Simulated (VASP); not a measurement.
**Ca: relaxation of cell and atoms with PBEsol**

Crystal: Ca.

```xyz
4
Lattice="3.7099 -2.4519 0.0000 3.7099 2.4519 0.0000 0.0000 0.0000 10.0020" Properties=species:S:1:pos:R:3 pbc="T T T"
Ca    3.7099   -1.7164    1.1702
Ca    3.7099   -0.7356    6.1713
Ca    3.7099    1.7164    8.8318
Ca    3.7099    0.7356    3.8308
```

```yaml
Program: VASP 6.6.1
Task: relaxation of cell and atoms
Functional: PBEsol
Potentials_or_basis: VASP PAW PBE potentials, release 64 (Ca_sv)
Cutoff: 600 eV
k_mesh: 4 × 4 × 2
Occupations: gaussian, width 0.1 eV
Spin: no spin polarisation
Dipole_correction: no
Further_INCAR_settings: ALGO = Normal; EDIFF = 1e-07; IBRION = 2; EDIFFG = -0.04; NSW = 90; ISIF = 3
```

```
Relaxed volume                         : 40.98 Å³/atom
Relaxed cell                           : a = 3.869 Å, b = 3.869 Å, c = 10.948 Å, α = 90.00°, β = 90.00°, γ = 90.27°
Space group after relaxing (to 0.05 Å) : Fm-3m (No. 225)
Energy gained by relaxing              : 682.8 meV/atom
Ionic steps                            : 20
Pressure after relaxing                : 0.0 GPa
Largest force after relaxing           : 0.019 eV/Å
Band gap on the k mesh                 : zero (band 20 reaches 2.18 eV, above the bottom of band 21 at 1.87 eV)
```

Forces in eV/Å, atoms in the order of the input:
```
Ca   0.000  0.001 -0.019
Ca   0.000 -0.001 -0.019
Ca   0.000 -0.001  0.019
Ca   0.000  0.001  0.019
```

Stress tensor (GPa, compression positive):
```
 0.07  0.00  0.00
 0.00 -0.01  0.00
 0.00  0.00  0.06
```

Step by step:
| step | energy change (eV) | largest force (eV/Å) | pressure (GPa) | volume (Å³) |
| --- | --- | --- | --- | --- |
| 1 | 0.0000 | 2.0058 | -0.39 | 181.96 |
| 2 | -1.5810 | 0.9461 | -0.69 | 177.69 |
| 3 | -2.2721 | 0.3838 | -0.52 | 171.65 |
| 4 | -1.9492 | 0.3923 | 1.98 | 153.25 |
| 5 | -2.3772 | 0.3198 | 0.29 | 164.18 |
| 6 | -2.4051 | 0.3004 | -0.02 | 166.67 |
| 7 | -2.4045 | 0.2985 | -0.08 | 167.13 |
| 8 | -2.4314 | 0.2835 | -0.06 | 166.48 |
| 9 | -2.5038 | 0.2561 | 0.06 | 164.45 |
| 10 | -2.6028 | 0.2732 | 0.51 | 160.09 |
| 11 | -2.3999 | 0.8096 | 2.28 | 150.28 |
| 12 | -2.6282 | 0.2734 | 0.70 | 158.61 |
| 13 | -2.6606 | 0.2519 | 0.34 | 161.59 |
| 14 | -2.6897 | 0.2171 | -0.29 | 167.40 |
| 15 | -2.6901 | 0.2143 | -0.36 | 168.04 |
| 16 | -2.7063 | 0.1687 | -0.23 | 166.61 |
| 17 | -2.7218 | 0.0535 | 0.13 | 163.17 |
| 18 | -2.7281 | 0.0176 | 0.01 | 164.19 |
| 19 | -2.7303 | 0.0261 | -0.10 | 165.22 |
| 20 | -2.7314 | 0.0189 | 0.04 | 163.92 |

Final structure:
```
CELL_PARAMETERS angstrom
2.72961 -2.74247 0.00000
2.72961 2.74247 0.00000
0.00000 0.00000 10.94831
ATOMIC_POSITIONS crystal
Ca 0.75011 0.24989 0.12539
Ca 0.74989 0.25011 0.62539
Ca 0.24989 0.75011 0.87461
Ca 0.25011 0.74989 0.37461
```

Levels at points of the mesh, in eV from the Fermi level:
```csv
k point,band 16,band 17,band 18,band 19,band 20,band 21,band 22,band 23,band 24
"(0.00, 0.00, 0.00)",-22.74,-4.05,-2.68,-2.67,-0.45,0.58,1.05,1.33,1.35
"(0.50, 0.00, 0.00)",-22.77,-1.49,-1.49,-0.98,-0.98,-0.10,-0.10,1.00,1.00
"(0.50, 0.50, 0.00)",-22.80,-0.46,-0.45,0.21,0.21,0.57,0.58,0.72,0.73
"(0.00, 0.00, 0.50)",-22.75,-3.69,-3.69,-1.30,-1.30,0.79,0.79,1.44,1.44
"(0.50, 0.00, 0.50)",-22.77,-1.29,-1.29,-1.29,-1.29,0.39,0.39,0.39,0.39
"(0.50, 0.50, 0.50)",-22.80,-0.18,-0.18,-0.17,-0.17,0.60,0.60,0.62,0.62
```

Run time: 7.8 min on 1 thread of Intel(R) Xeon(R) 6975P-C (Granite Rapids) (shared host), peak memory 0.35 GiB.

Caveat: the k points lie up to 0.41 Å⁻¹ apart in the final cell; the PAW data sets were made with another functional, which shifts forces and pressure a little.
